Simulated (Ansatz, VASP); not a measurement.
**Ru: VASP beside Ansatz**

```xyz
2
Lattice="2.5740 0.0000 0.0000 -1.2870 2.2292 0.0000 0.0000 0.0000 4.1699" Properties=species:S:1:pos:R:3 pbc="T T T"
Ru    0.0000    1.4861    1.0425
Ru    1.2870    0.7431    3.1275
```

Alike in both runs: task relaxation of cell and atoms; functional PBE; k mesh 16 × 16 × 9; occupations fermi-dirac, width 0.05 eV; no spin polarisation.

```csv
,VASP,Ansatz
version,VASP 6.6.1,Ansatz 0.2.0
potentials or method,"VASP PAW PBE potentials, release 64 (Ru_pv)","PAW with Ansatz's default frozen-core files, scalar-relativistic"
plane-wave cutoff (eV),600,420
valence electrons in the cell,28,32
```

VASP gave:

```
relaxed volume (Å³/atom)                                     : 13.76
relaxed cell length with the largest relative difference (Å) : 2.722
```

Q: Which values does Ansatz return?

A: Relaxed volume (Å³/atom): 13.77; relaxed cell length with the largest relative difference (Å): 2.723.

VASP's potentials hold 28 valence electrons a cell and Ansatz's 32, so a difference there can come from the potentials and not from the codes.

Noted on VASP's run: the volume moved by over 15 % at a fixed basis, so the end points are rough.
